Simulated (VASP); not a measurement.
Write the native input for VASP 6.6.1 that does the following.

```
Task                               : single point
Functional                         : HSE06
Potentials or basis                : VASP PAW PBE potentials, release 64 (K_sv, I)
Cutoff                             : 520 eV
k mesh                             : 4 × 4 × 4
Occupations                        : gaussian, width 0.01 eV
Spin                               : no spin polarisation
Dipole correction                  : no
Grid for exact exchange (PRECFOCK) : Normal
Further INCAR settings             : ALGO = Normal; EDIFF = 1e-07; NBANDS = 15
Share of exact exchange            : 0.25
Screening parameter                : 0.2079 1/Å
```

The system is KI.

```xyz
2
Lattice="0.0000 3.4397 3.5712 3.4397 0.0000 3.5712 3.4397 3.4397 0.0000" Properties=species:S:1:pos:R:3 pbc="T T T"
K     0.0000    0.0000    0.0000
I     3.4397    3.4397    3.5712
```

This cell differs from its parent crystal: epitaxial xy strain -3.0%.

One way to write it, as run:

POSCAR

```
KI
1.0
    0.0000000000      3.4397279112      3.5711555981
    3.4397279112      0.0000000000      3.5711555981
    3.4397279112      3.4397279112      0.0000000000
K I
1 1
Direct
    0.0000000000      0.0000000000      0.0000000000
    0.5000000000      0.5000000000      0.5000000000
```

INCAR.step1

```
ALGO     = Normal         # electronic algorithm
EDIFF    = 1E-5           # SCF threshold, eV
ENCUT    = 520            # plane-wave cutoff, eV
GGA      = PE             # functional
ISIF     = 2              # what is computed and relaxed
ISMEAR   = 0              # smearing method
LASPH    = T              # aspherical terms in the spheres
LCHARG   = F              # write CHGCAR
LREAL    = F              # projectors in reciprocal space
LWAVE    = T              # write WAVECAR
NBANDS   = 15             # bands
NELM     = 100            # most SCF steps
PREC     = Accurate       # precision mode
SIGMA    = 0.01           # smearing width, eV
```

INCAR.step2

```
ALGO     = Normal         # electronic algorithm
EDIFF    = 1E-7           # SCF threshold, eV
ENCUT    = 520            # plane-wave cutoff, eV
GGA      = PE             # functional
HFSCREEN = 0.2079         # screening, 1/A
ISIF     = 2              # what is computed and relaxed
ISMEAR   = 0              # smearing method
ISTART   = 1            
LASPH    = T              # aspherical terms in the spheres
LCHARG   = F              # write CHGCAR
LHFCALC  = T              # exact exchange
LREAL    = F              # projectors in reciprocal space
LWAVE    = F              # write WAVECAR
NBANDS   = 15             # bands
NELM     = 100            # most SCF steps
PREC     = Accurate       # precision mode
PRECFOCK = Normal       
SIGMA    = 0.01           # smearing width, eV
```

KPOINTS

```
k-points
0
Gamma
  4 4 4
```

Potentials or basis: VASP PAW PBE potentials, release 64 (K_sv, I).

Command:

```sh
$ cat potpaw_PBE.64/K_sv/POTCAR potpaw_PBE.64/I/POTCAR > POTCAR
$ cp INCAR.step1 INCAR
$ mpirun -np 1 vasp_std > vasp.out
$ cp INCAR.step2 INCAR
$ mpirun -np 1 vasp_std > vasp.out
```

Results of the run:

```
Pressure               : 1.1 GPa
Band gap on the k mesh : 5.06 eV
```

Caveat: the cell differs from its parent crystal (epitaxial xy strain -3.0%); the PAW data sets were made with another functional, which shifts forces and pressure a little; spin-orbit coupling is left out, which moves the levels of the heavy elements.

Wall time 35 min on 1 thread of Oxide Virtual Turin-like Processor, on a shared host, peak memory 0.31 GiB.
